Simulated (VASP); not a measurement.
Wanted: the native input for a VASP 6.6.1 run.

```
Task                   : relaxation of shape and atoms at fixed volume
Functional             : PBE
Potentials or basis    : VASP PAW PBE potentials, release 64 (Cu)
Cutoff                 : 600 eV
k mesh                 : 30 × 30 × 30
Occupations            : gaussian, width 0.1 eV
Spin                   : no spin polarisation
Dipole correction      : no
Further INCAR settings : ALGO = Fast; EDIFF = 1e-06; IBRION = 2; EDIFFG = -0.01; NSW = 50; ISIF = 4
```

The structure of Cu lies in POSCAR:

```
Cu
1.0
   -1.2571965511      1.2571965511      1.7770166904
    1.2571965511     -1.2571965511      1.7770166904
    1.2571965511      1.2571965511     -1.7770166904
Cu
1
Direct
    0.5000000000      0.5000000000      0.0000000000
```

This cell differs from its parent crystal: volume scaled by 0.94.

These files were run (other wordings do the same):

INCAR

```
ALGO     = Fast           # electronic algorithm
EDIFF    = 1E-6           # SCF threshold, eV
EDIFFG   = -0.01          # ionic threshold
ENCUT    = 600            # plane-wave cutoff, eV
GGA      = PE             # functional
IBRION   = 2              # ionic algorithm
ISIF     = 4              # what is computed and relaxed
ISMEAR   = 0              # smearing method
LASPH    = True           # aspherical terms in the spheres
LCHARG   = False          # write CHGCAR
LREAL    = False          # projectors in reciprocal space
LWAVE    = False          # write WAVECAR
NELM     = 80             # most SCF steps
NSW      = 50             # ionic steps
PREC     = Accurate       # precision mode
SIGMA    = 0.1            # smearing width, eV
```

KPOINTS

```
k-points
0
Gamma
  30 30 30
```

Potentials or basis: VASP PAW PBE potentials, release 64 (Cu).

Launch:

```bash
$ cat potpaw_PBE.64/Cu/POTCAR > POTCAR
$ mpirun -np 1 vasp_std > vasp.out
```

It gave:

| Quantity | Value |
| --- | --- |
| Pressure after relaxing | 11.5 GPa |

Caveat: the relaxation stopped at its first step, so nothing moved.

It took 2.3 min on 1 thread of Intel(R) Xeon(R) 6975P-C (Granite Rapids), on a shared host, peak memory 0.37 GiB.
